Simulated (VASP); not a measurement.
# SrO (Fm-3m) in VASP: single point with PBE

Aim: the single point of SrO with PBE.

All numbers are computed with VASP 6.6.1; they aren't measurements. Logs are shortened: lines on timing, memory, paths and dates and some standing lists are left out, and cuts for length are marked.

## 1. The cell of the first run

The structure is cubic, space group Fm-3m (No. 225). The conventional cell has a = 5.195 Å, b = 5.195 Å, c = 5.195 Å, α = 90.00°, β = 90.00°, γ = 90.00°. Sr (site symmetry m-3m) has 6 O at 2.60 Å within 3.4 Å. O (site symmetry m-3m) has 6 Sr at 2.60 Å within 3.4 Å.

## 2. Single point, PBE

Input file INCAR:

```
SYSTEM = SrO
ALGO = Normal
EDIFF = 1E-6
ENCUT = 520
GGA = PE
ISIF = 2
ISMEAR = 0
ISYM = 0
LASPH = .TRUE.
LCHARG = .FALSE.
LREAL = .FALSE.
LWAVE = .FALSE.
NBANDS = 24
NELM = 100
PREC = Accurate
SIGMA = 0.05
```

Input file KPOINTS:

```
k-points
0
G
  9 9 8
  0 0 0
```

Input file POSCAR:

```
SrO
1.0
    0.0000000000     -2.5975079636     -2.5975079636
   -2.5975079636      0.0000000000     -2.5975079636
    2.5975079636      2.5975079636     -5.1950159271
Sr O
2 2
Direct
    0.0000000000      0.0000000000      0.0000000000
    0.5000000000      0.5000000000      0.5000000000
    0.7500000000      0.7500000000      0.7500000000
    0.2500000000      0.2500000000      0.2500000000
```

Potentials or basis: VASP PAW PBE potentials, release 64 (Sr_sv, O).

Launch:

```
cat potpaw_PBE.64/Sr_sv/POTCAR potpaw_PBE.64/O/POTCAR > POTCAR
mpirun -np 1 vasp_std > vasp.out
```

OUTCAR:

```text
SYSTEM = SrO
   EDIFF = 1E-6
   ENCUT = 520
   GGA = PE
   ISIF = 2
   ISMEAR = 0
   ISYM = 0
   LASPH = .TRUE.
   LREAL = .FALSE.
   NELM = 100
   PREC = Accurate

 ion  position               nearest neighbor table
   1  0.000  0.000  0.000-   3 2.60   4 2.60   3 2.60   3 2.60   4 2.60   4 2.60   2 3.67   2 3.67
                             2 3.67   2 3.67   2 3.67   2 3.67
   2  0.500  0.500  0.500-   3 2.60   4 2.60   4 2.60   4 2.60   3 2.60   3 2.60   1 3.67   1 3.67
                             1 3.67   1 3.67   1 3.67   1 3.67
   3  0.750  0.750  0.750-   1 2.60   2 2.60   2 2.60   2 2.60   1 2.60   1 2.60
   4  0.250  0.250  0.250-   1 2.60   2 2.60   1 2.60   1 2.60   2 2.60   2 2.60

IMPORTANT INFORMATION: All symmetrisations will be switched off!
NOSYMM: (Re-)initialisation of all symmetry stuff for point group C_1.

----------------------------------------------------------------------------------------

                                     Primitive cell

  volume of cell :      70.1020

  direct lattice vectors                    reciprocal lattice vectors
     0.000000000 -2.597507964 -2.597507964     0.096246096 -0.288738287 -0.096246096
    -2.597507964  0.000000000 -2.597507964    -0.288738287  0.096246096 -0.096246096
     2.597507964  2.597507964 -5.195015927     0.096246096  0.096246096 -0.096246096

  length of vectors
     3.673430990  3.673430990  6.362569114     0.319212187  0.319212187  0.166703128

  position of ions in fractional coordinates (direct lattice)
     0.000000000  0.000000000  0.000000000
     0.500000000  0.500000000  0.500000000
     0.750000000  0.750000000  0.750000000
     0.250000000  0.250000000  0.250000000

  ion indices of the primitive-cell ions
   primitive index   ion index
                 1           1
                 2           2
                 3           3
                 4           4

----------------------------------------------------------------------------------------

 KPOINTS: k-points

Automatic generation of k-mesh.
 Grid dimensions read from file:
 generate k-points for:    9    9    8

 Generating k-lattice:

  Cartesian coordinates                     Fractional coordinates (reciprocal lattice)
     0.010694011 -0.032082032 -0.010694011     0.111111111  0.000000000  0.000000000
    -0.032082032  0.010694011 -0.010694011     0.000000000  0.111111111  0.000000000
     0.012030762  0.012030762 -0.012030762     0.000000000  0.000000000  0.125000000

  Length of vectors
     0.035468021  0.035468021  0.020837891

  Shift w.r.t. Gamma in fractional coordinates (k-lattice)
     0.000000000  0.000000000  0.000000000

 -----------------------------------------------------------------------------
|                                                                             |
|           W    W    AA    RRRRR   N    N  II  N    N   GGGG   !!!           |
|           W    W   A  A   R    R  NN   N  II  NN   N  G    G  !!!           |
|           W    W  A    A  R    R  N N  N  II  N N  N  G       !!!           |
|           W WW W  AAAAAA  RRRRR   N  N N  II  N  N N  G  GGG   !            |
|           WW  WW  A    A  R   R   N   NN  II  N   NN  G    G                |
|           W    W  A    A  R    R  N    N  II  N    N   GGGG   !!!           |
|                                                                             |
|     Your reciprocal lattice and k-lattice belong to different lattice       |
|     classes:                                                                |
|                                                                             |
|        The reciprocal lattice is rhombohedral (trigonal),                   |
|        whereas your k-lattice is base-centered monoclinic.                  |
|                                                                             |
|     Results are often still useful ...                                      |
|                                                                             |
 -----------------------------------------------------------------------------

 WARNING: IBZKPT: internal override: KBLOWUP is changed to .FALSE.
      ... skipping the blow-up phase ...

 Subroutine IBZKPT returns following result:
 ===========================================

 Found    325 irreducible k-points:

 Following reciprocal coordinates:
            Coordinates               Weight
  0.000000  0.000000  0.000000      1.000000
  0.111111  0.000000  0.000000      2.000000
  0.222222  0.000000 -0.000000      2.000000
  0.333333  0.000000  0.000000      2.000000
  0.444444  0.000000 -0.000000      2.000000
  0.000000  0.111111  0.000000      2.000000
[... 16 lines left out ...]
 -0.111111  0.222222 -0.000000      2.000000
  0.000000  0.333333  0.000000      2.000000
 [... further k-points ...]
   k-points           NKPTS =    325   k-points in BZ     NKDIM =    325   number of bands    NBANDS=     24
   number of dos      NEDOS =    301   number of ions     NIONS =      4
   total plane-waves  NPLWV =  37632
   dimension x,y,z NGX =    28 NGY =   28 NGZ =   48
   dimension x,y,z NGXF=    56 NGYF=   56 NGZF=   96
   ions per type =               2   2
   NGX,Y,Z   is equivalent  to a cutoff of  12.67, 12.67, 12.54 a.u.
   NGXF,Y,Z  is equivalent  to a cutoff of  25.34, 25.34, 25.08 a.u.
 SYSTEM =  SrO
   PREC   = accura    normal or accurate (medium, high low for compatibility)
   ISTART =      0    job   : 0-new  1-cont  2-samecut
   ICHARG =      2    charge: 1-file 2-atom 10-const
   ISPIN  =      1    spin polarized calculation?
   LNONCOLLINEAR =      F non collinear calculations
   LSORBIT =      F    spin-orbit coupling
   LASPH  =      T    aspherical Exc in radial PAW
   ENCUT  =  520.0 eV  38.22 Ry    6.18 a.u.   6.83  6.83 11.83*2*pi/ulx,y,z
   NELM   =    100;   NELMIN=  2; NELMDL= -5     # of ELM steps
   EDIFF  = 0.1E-05   stopping-criterion for ELM
   LREAL  =      F    real-space projection
   EDIFFG = 0.1E-04   stopping-criterion for IOM
   NSW    =      0    number of steps for IOM
   IBRION =     -1    ionic relax: 0-MD 1-quasi-New 2-CG
   NFREE  =      0    steps in history (QN), initial steepest desc. (CG)
   ISIF   =      2    stress and relaxation
   ISYM   =      0    0-nonsym 1-usesym 2-fastsym
   POTIM  = 0.5000    time-step for ionic-motion
   TEBEG  =    0.0;   TEEND  =   0.0 temperature during run
   PSTRESS=    0.0 pullay stress
   NELECT =      32.0000    total number of electrons
   NUPDOWN=      -1.0000    fix difference up-down
   EMIN   =  10.00;   EMAX   =-10.00  energy-range for DOS
   EFERMI =   0.00;   METHOD = LEGACY
   ISMEAR =     0;   SIGMA  =   0.05  broadening in eV -4-tet -1-fermi 0-gaus
   EFERMI_NEDOS =   21; number of points for ismear=-14 and -15
   IALGO  =     38    algorithm
   IMIX   =      4    mixing-type and parameters
     AMIX     =   0.40;   BMIX     =  1.00
     AMIX_MAG =   1.60;   BMIX_MAG =  1.00
  volume/ion in A,a.u.               =      17.53       118.27
  Fermi-wavevector in a.u.,A,eV,Ry     =   1.260515  2.382028 21.618263  1.588897
  Thomas-Fermi vector in A             =   2.394020
   LORBIT       =      0    0 simple, 1 ext, 2 COOP (PROOUT), +10 PAW based schemes
   GGA     = PE    functional components
   LHFCALC =     F    Hartree Fock is set to
   AEXX    =    0.0000 exact exchange contribution
   IVDW    =     0    specifies the selected vdW correction
   LEPSILON=     F    determine dielectric tensor
   LRPA    =     F    only Hartree local field effects (RPA)
 non-spin polarized calculation
 Gauss-broadening in eV      SIGMA  =   0.05
  energy-cutoff  :      520.00
  volume of cell :       70.10
 maximum number of plane-waves:      1903
   NGX = 13   NGY = 13   NGZ = 23

 number of electron      31.9999993 magnetization

 Free energy of the ion-electron system (eV)
  ---------------------------------------------------
  ext. energy  EPLUGINS =         0.00000000
  ---------------------------------------------------
  free energy    TOTEN  =       -24.10941602 eV

  energy without entropy =      -24.10941602  energy(sigma->0) =      -24.10941602

 E-fermi :   1.8000     XC(G=0):  -9.8818

 val. band max:        1.5205750605   @ k =   0.0000   0.0000   0.0000
 cond. band min:       4.8540905852   @ k =   0.0000   0.4444   0.5000
 fundamental gap:      3.3335155247
 Fermi energy:         1.7999876980

 k-point     1 :       0.0000    0.0000    0.0000
  band No.  band energies     occupation
      1     -30.9780      2.00000
      2     -30.8576      2.00000
      3     -15.0085      2.00000
      4     -13.5309      2.00000
      5     -12.7224      2.00000
      6     -12.7224      2.00000
[... 16 lines left out ...]
     23       9.7610      0.00000
     24       9.7610      0.00000

 k-point     2 :       0.1111    0.0000    0.0000
  band No.  band energies     occupation
      1     -30.9652      2.00000
      2     -30.8524      2.00000
      3     -14.9222      2.00000
      4     -13.8102      2.00000
      5     -12.8174      2.00000
      6     -12.7407      2.00000
[... 16 lines left out ...]
     23       9.9223      0.00000
     24      10.1626      0.00000

 k-point     3 :       0.2222    0.0000   -0.0000
  band No.  band energies     occupation
      1     -30.9315      2.00000
      2     -30.8403      2.00000
      3     -14.6994      2.00000
      4     -14.2162      2.00000
      5     -13.0631      2.00000
      6     -12.7853      2.00000
[... 16 lines left out ...]
     23      10.3840      0.00000
     24      10.4975      0.00000
[... 514 lines left out ...]
 k-point    23 :      -0.1111    0.2222   -0.0000
  band No.  band energies     occupation
      1     -30.9063      2.00000
      2     -30.8302      2.00000
      3     -14.4936      2.00000
      4     -14.4547      2.00000
      5     -13.1796      2.00000
      6     -12.9350      2.00000
[... 16 lines left out ...]
     23      10.2594      0.00000
     24      11.0692      0.00000

 k-point    24 :       0.0000    0.3333    0.0000
  band No.  band energies     occupation
      1     -30.8892      2.00000
      2     -30.8302      2.00000
      3     -14.4871      2.00000
      4     -14.4856      2.00000
      5     -13.2672      2.00000
      6     -12.8317      2.00000
[... 16 lines left out ...]
     23      10.2454      0.00000
     24      10.8932      0.00000

 [... further k-points ...]

------------------------ aborting loop because EDIFF is reached ----------------------------------------

  FORCE on cell =-STRESS in cart. coord.  units (eV):
  Direction    XX          YY          ZZ          XY          YZ          ZX
  --------------------------------------------------------------------------------------
  -------------------------------------------------------------------------------------
  Total        0.2214001      0.2213980      0.2219019      0.0002945     -0.0000789     -0.0000745
  in kB        5.0600848      5.0600363      5.0715522      0.0067303     -0.0018033     -0.0017026
  external PRESSURE =       5.0638911 kB  Pullay stress =       0.0000000 kB

 VOLUME and BASIS-vectors are now :
 -----------------------------------------------------------------------------
  energy-cutoff  :      520.00
  volume of cell :       70.10
      direct lattice vectors                 reciprocal lattice vectors
     0.000000000 -2.597507964 -2.597507964     0.096246096 -0.288738287 -0.096246096
    -2.597507964  0.000000000 -2.597507964    -0.288738287  0.096246096 -0.096246096
     2.597507964  2.597507964 -5.195015927     0.096246096  0.096246096 -0.096246096

 POSITION                                       TOTAL-FORCE (eV/Angst)
 -----------------------------------------------------------------------------------
      0.00000      0.00000      0.00000         0.000001      0.000001     -0.000001
      0.00000      0.00000     -5.19502        -0.000001     -0.000001      0.000001
      0.00000      0.00000     -7.79252         0.000000      0.000000      0.000000
      0.00000      0.00000     -2.59751        -0.000000     -0.000000     -0.000000
 -----------------------------------------------------------------------------------
    total drift:                                0.000000      0.000000      0.000000

  FREE ENERGIE OF THE ION-ELECTRON SYSTEM (eV)
  ---------------------------------------------------
  free  energy   TOTEN  =       -24.1094160212 eV

  energy  without entropy=      -24.1094160212  energy(sigma->0) =      -24.10941602
```

Run time: 8 min. Hardware: 1 thread of Intel Xeon Platinum 8375C at 2.90GHz (Ice Lake), shared host; peak memory 0.54 GiB.

Results:

| Quantity | Value |
| --- | --- |
| Free energy | -24.1094 eV |
| Pressure | 0.5 GPa |
| Band gap on the k mesh | 3.33 eV |

A k mesh can miss the band edges.
